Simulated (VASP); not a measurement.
Runs of VASP 6.6.1 on Pt. The structure is that of space group Pm-3m (No. 221), or close to it. The cells are those of the table. 

```csv
cell,k mesh,gap on the mesh (eV),pressure (GPa)
"a = 2.553 Å, 1 atom",14 × 14 × 14,none,9.4
"a = 2.517 Å, 1 atom",14 × 14 × 14,none,(a)
"a = 2.655 Å, 1 atom",14 × 14 × 14,none,(b)
"a = 2.622 Å, 1 atom",14 × 14 × 14,none,-7.9
"a = 2.480 Å, 1 atom",14 × 14 × 14,none,38.3
"a = 2.588 Å, 1 atom",20 × 20 × 20,none,-0.4
"a = 2.588 Å, 1 atom",14 × 14 × 14,none,-0.4
"a = 2.688 Å, 1 atom",14 × 14 × 14,none,-18.2
```

Alike in all rows: task single point; level PBEsol; potentials or basis VASP PAW PBE potentials, release 64 (Pt); no spin polarisation; cutoff (eV) 520; smearing fermi-dirac 0.1 eV.

Problem. Estimate the missing entries.

Solution. (a) 22.0; (b) -13.8.

Caveats: the PAW data sets were made with another functional, which shifts forces and pressure a little; spin-orbit coupling is left out, which moves the levels of the heavy elements.

A k mesh can miss the band edges, and the runs leave out spin-orbit coupling on Pt.

A gap of «none» marks levels without a gap at the run's occupations.
